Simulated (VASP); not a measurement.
# C (Fd-3m) in VASP: a series of runs, part 2 of 2

VASP 6.6.1. The steps go on from the part before.

**4. Single point, BLYP+D3(BJ)**

INCAR

```
  PREC = Accurate
  ENCUT = 520
  EDIFF = 1E-6
  ISMEAR = -1
  SIGMA = 0.05
  LREAL = F
  LASPH = T
  NELM = 80
  ALGO = Normal
  ISIF = 2
  LWAVE = F
  LCHARG = F
  GGA = B5
  ALDAX = 1.0
  AGGAX = 1.0
  AGGAC = 1.0
  ALDAC = 0.0
  IVDW = 12
  VDW_S6 = 1.0
  VDW_S8 = 2.6996
  VDW_A1 = 0.4298
  VDW_A2 = 4.2359
  NBANDS = 11
```

KPOINTS

```
regular mesh
0
Gamma
  13 13 13
```

POSCAR

```
C
1.0
    0.0000000000      1.7469644787      1.7469644787
    1.7469644787      0.0000000000      1.7469644787
    1.7469644787      1.7469644787      0.0000000000
C
2
Direct
    0.7500000000      0.7500000000      0.7500000000
    0.5000000000      0.5000000000      0.5000000000
```

Run with:

```sh
> cat potpaw_PBE.64/C/POTCAR > POTCAR
> mpirun -np 1 vasp_std > vasp.out
```

Wall time 5.1 s (1 thread of Intel Xeon 6975P-C (Granite Rapids), shared host); peak memory 0.13 GiB.

It converged, with:

* Free energy: -17.3884 eV
* Pressure: 31.3 GPa
* Band gap on the k mesh: 4.63 eV, indirect (least direct gap 5.93 eV)
* Dispersion energy per atom: -0.392 eV

Levels at points of the mesh, in eV from the valence-band top:
```csv
k point,band 1,band 2,band 3,band 4,band 5,band 6,band 7,band 8,band 9
"(0.00, 0.00, 0.00)",-22.03,0.00,0.00,0.00,5.93,5.93,5.93,14.91,20.65
```

Caveat: the PAW data sets were made with another functional, which shifts forces and pressure a little. As with any semilocal functional, this BLYP gap is likely too small.

**5. Single point, BLYP+D3(BJ)**

This run uses another cell than the first one, of 5.44 Å³/atom, 1.021 times its volume.

INCAR

```
  AGGAC = 1.0
  AGGAX = 1.0
  ALDAC = 0.0
  ALDAX = 1.0
  ALGO = Normal
  EDIFF = 1E-6
  ENCUT = 520
  GGA = B5
  ISIF = 2
  ISMEAR = -1
  IVDW = 12
  LASPH = T
  LCHARG = F
  LREAL = F
  LWAVE = F
  NBANDS = 11
  NELM = 60
  PREC = Accurate
  SIGMA = 0.05
  VDW_A1 = 0.4298
  VDW_A2 = 4.2359
  VDW_S6 = 1.0
  VDW_S8 = 2.6996
```

KPOINTS

```
k-points
0
Gamma
  13 13 13
```

POSCAR

```
C
1.0
    0.0000000000      1.7592674508      1.7592674508
    1.7592674508      0.0000000000      1.7592674508
    1.7592674508      1.7592674508      0.0000000000
C
2
Direct
    0.7500000000      0.7500000000      0.7500000000
    0.5000000000      0.5000000000      0.5000000000
```

Potentials or basis: VASP PAW PBE potentials, release 64 (C).

Run with:

```sh
> cat potpaw_PBE.64/C/POTCAR > POTCAR
> mpirun -np 1 vasp_std > vasp.out
```

OUTCAR:

```text
EDIFF = 1E-6
   ENCUT = 520
   GGA = B5
   ISIF = 2
   ISMEAR = -1
   IVDW = 12
   LASPH = T
   LREAL = F
   NELM = 60
   PREC = Accurate
 IVDW          = 12

 ion  position               nearest neighbor table
   1  0.750  0.750  0.750-   2 1.52   2 1.52   2 1.52   2 1.52
   2  0.500  0.500  0.500-   1 1.52   1 1.52   1 1.52   1 1.52

  LATTYP: Found a face centered cubic cell.
 ALAT       =     3.5185349016

  Lattice vectors:

 A1 = (   0.0000000000,   1.7592674508,   1.7592674508)
 A2 = (   1.7592674508,   0.0000000000,   1.7592674508)
 A3 = (   1.7592674508,   1.7592674508,   0.0000000000)

Analysis of symmetry for initial positions (statically):
=====================================================================
 Subroutine PRICEL returns:
 Original cell was already a primitive cell.

 Routine SETGRP: Setting up the symmetry group for a
 face centered cubic supercell.

 Subroutine GETGRP returns: Found 48 space group operations
 (whereof 24 operations were pure point group operations)
 out of a pool of 48 trial point group operations.

The static configuration has the point symmetry T_d .
 The point group associated with its full space group is O_h .

Analysis of symmetry for dynamics (positions and initial velocities):
=====================================================================
 Subroutine PRICEL returns:
 Original cell was already a primitive cell.

 Routine SETGRP: Setting up the symmetry group for a
 face centered cubic supercell.

 Subroutine GETGRP returns: Found 48 space group operations
 (whereof 24 operations were pure point group operations)
 out of a pool of 48 trial point group operations.

The dynamic configuration has the point symmetry T_d .
 The point group associated with its full space group is O_h .

 Subroutine INISYM returns: Found 48 space group operations
 (whereof 24 operations are pure point group operations),
 and found     1 'primitive' translations

----------------------------------------------------------------------------------------
[... 120 lines left out ...]
   AEXX    =    0.0000 exact exchange contribution
   IVDW    =    12    specifies the selected vdW correction
   LEPSILON=     F    determine dielectric tensor
   LRPA    =     F    only Hartree local field effects (RPA)
 non-spin polarized calculation
  energy-cutoff  :      520.00
  volume of cell :       10.89
 maximum number of plane-waves:       304
   NGX =  9   NGY =  9   NGZ =  9

 number of electron       7.9999998 magnetization

 Free energy of the ion-electron system (eV)
  ---------------------------------------------------
  ext. energy  EPLUGINS =         0.00000000
  ---------------------------------------------------
  free energy    TOTEN  =       -16.65703984 eV

  energy without entropy =      -16.65703984  energy(sigma->0) =      -16.65703984

 E-fermi :  11.6330     XC(G=0): -12.7435

 val. band max:       10.6124393142   @ k =   0.0000   0.0000   0.0000
 cond. band min:      15.1853607438   @ k =   0.3846   0.3846   0.0000
 fundamental gap:      4.5729214296
 Fermi energy:        11.6329780053

 k-point     1 :       0.0000    0.0000    0.0000
  band No.  band energies     occupation
      1     -11.1257      2.00000
      2      10.6124      2.00000
      3      10.6124      2.00000
      4      10.6124      2.00000
      5      16.4772      0.00000
      6      16.4772      0.00000
      7      16.4772      0.00000
      8      25.0175      0.00000
      9      30.9684      0.00000
     10      37.9932      0.00000
     11      37.9932      0.00000
[... 309 lines left out ...]
 k-point    24 :       0.4615    0.1538    0.0000
  band No.  band energies     occupation
      1      -6.0048      2.00000
      2      -0.7396      2.00000
      3       6.1497      2.00000
      4       6.6411      2.00000
      5      18.1258      0.00000
      6      21.6048      0.00000
      7      22.1554      0.00000
      8      25.1448      0.00000
      9      31.9999      0.00000
     10      34.7927      0.00000
     11      38.6006      0.00000

 [... further k-points ...]

------------------------ aborting loop because EDIFF is reached ----------------------------------------

 Edisp (eV)   -0.76815

 E8    (eV) :    -0.4577

  FORCE on cell =-STRESS in cart. coord.  units (eV):
  Direction    XX          YY          ZZ          XY          YZ          ZX
  --------------------------------------------------------------------------------------
  -------------------------------------------------------------------------------------
  Total       1.38820     1.38820     1.38820     0.00000     0.00000    -0.00000
  in kB     204.23833   204.23833   204.23833     0.00000     0.00000    -0.00000
  external pressure =      204.24 kB  Pullay stress =        0.00 kB

 VOLUME and BASIS-vectors are now :
 -----------------------------------------------------------------------------
  energy-cutoff  :      520.00
  volume of cell :       10.89
      direct lattice vectors                 reciprocal lattice vectors
     0.000000000  1.759267451  1.759267451    -0.284209203  0.284209203  0.284209203
     1.759267451  0.000000000  1.759267451     0.284209203 -0.284209203  0.284209203
     1.759267451  1.759267451  0.000000000     0.284209203  0.284209203 -0.284209203

 POSITION                                       TOTAL-FORCE (eV/Angst)
 -----------------------------------------------------------------------------------
      2.63890      2.63890      2.63890         0.000000      0.000000      0.000000
      1.75927      1.75927      1.75927        -0.000000     -0.000000     -0.000000
 -----------------------------------------------------------------------------------
    total drift:                                0.000000     -0.000000      0.000000

  FREE ENERGIE OF THE ION-ELECTRON SYSTEM (eV)
  ---------------------------------------------------
  free  energy   TOTEN  =       -17.4251884351 eV

  energy  without entropy=      -17.4251884351  energy(sigma->0) =      -17.42518844
```

Run time: 5.7 s. Hardware: 1 thread of Intel Xeon 6975P-C (Granite Rapids), shared host; peak memory 0.13 GiB.

What came out:

* Free energy: -17.4252 eV
* Pressure: 20.4 GPa
* Band gap on the k mesh: 4.57 eV, indirect (least direct gap 5.86 eV)
* Dispersion energy per atom: -0.384 eV

Levels at points of the mesh, in eV from the valence-band top:
| k point | band 2 | band 3 | band 4 | band 5 | band 6 | band 7 |
| --- | --- | --- | --- | --- | --- | --- |
| (0.00, 0.00, 0.00) | 0.00 | 0.00 | 0.00 | 5.86 | 5.86 | 5.86 |

Caveat: the PAW data sets were made with another functional, which shifts forces and pressure a little. A k mesh can miss the band edges.

**6. Single point, SVWN5**

This run uses another cell than the first one, of 5.50 Å³/atom, 1.032 times its volume.

INCAR

```
ALGO = Normal
EDIFF = 1E-6
ENCUT = 520
GGA = VW
ISIF = 2
ISMEAR = -1
LASPH = True
LCHARG = False
LREAL = False
LWAVE = False
NBANDS = 11
NELM = 60
PREC = Accurate
SIGMA = 0.05
```

KPOINTS is that of step 5.

POSCAR

```
C
1.0
    0.0000000000      1.7655093070      1.7655093070
    1.7655093070      0.0000000000      1.7655093070
    1.7655093070      1.7655093070      0.0000000000
C
2
Direct
    0.7500000000      0.7500000000      0.7500000000
    0.5000000000      0.5000000000      0.5000000000
```

Potentials or basis: VASP PAW PBE potentials, release 64 (C).

Run with:

```sh
> cat potpaw_PBE.64/C/POTCAR > POTCAR
> mpirun -np 1 vasp_std > vasp.out
```

Run time: 3.8 s. Hardware: 1 thread of Intel Xeon 6975P-C (Granite Rapids), shared host; peak memory 0.11 GiB.

The run converged. Its results:

```yaml
Free_energy: -20.3057 eV
Pressure: 1.8 GPa
Band_gap_on_the_k_mesh: 4.19 eV, indirect (least direct gap 5.63 eV)
```

Levels at points of the mesh, in eV from the valence-band top:
```tsv
k point	band 1	band 2	band 3	band 4	band 5	band 6	band 7	band 8	band 9
(0.00, 0.00, 0.00)	-21.73	0.00	0.00	0.00	5.63	5.63	5.63	14.26	19.41
```

Caveat: the PAW data sets were made with another functional, which shifts forces and pressure a little. A k mesh can miss the band edges.

**7. Overview**

| level | cell | gap on the mesh (eV) | pressure (GPa) |
| --- | --- | --- | --- |
| revPBE | a = 2.471 Å, angles 60.0°, 2 atoms | 4.26 | 38.1 |
| revPBE | a = 2.488 Å, angles 60.0°, 2 atoms | 4.22 | 26.8 |
| BLYP+D3(BJ) | a = 2.471 Å, angles 60.0°, 2 atoms | 4.63 | 31.3 |
| BLYP+D3(BJ) | a = 2.488 Å, angles 60.0°, 2 atoms | 4.57 | 20.4 |
| SVWN5 | a = 2.497 Å, angles 60.0°, 2 atoms | 4.19 | 1.8 |

Alike in all rows: task single point; potentials or basis VASP PAW PBE potentials, release 64 (C); no spin polarisation; k mesh 13 × 13 × 13; cutoff (eV) 520; smearing fermi-dirac 0.05 eV.

Caveats: the PAW data sets were made with another functional, which shifts forces and pressure a little.

Absolute energies hang on the potentials; compare differences alone.
